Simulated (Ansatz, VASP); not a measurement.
## Two plane-wave programs on LiF

```xyz
2
Lattice="0.0000 2.1124 2.1124 2.1124 0.0000 2.1124 2.1124 2.1124 0.0000" Properties=species:S:1:pos:R:3 pbc="T T T"
Li    0.0000    0.0000    0.0000
F     1.0562    1.0562    1.0562
```

Change from the starting cell: hydrostatic strain -1.5%.

Alike in both runs: task single point; functional r2SCAN; k mesh 10 × 10 × 10; no spin polarisation.

|  | VASP | Ansatz |
| --- | --- | --- |
| version | VASP 6.6.1 | Ansatz 0.2.0 |
| potentials or method | VASP PAW PBE potentials, release 64 (Li_sv, F) | plane waves, PAW |
| plane-wave cutoff (eV) | 520 | 500 |
| occupations | gaussian, width 0.01 eV | fixed |
| valence electrons in the cell | 10 | 10 |

```tsv
	VASP	Ansatz	Ansatz less VASP
gap on the k mesh at the Fermi level (eV)	8.98	8.93	-0.047
```

VASP's potentials were made for PBE, not for r2SCAN.

Noted on VASP's run: the cutoff is short for stress, so the pressure is rough.
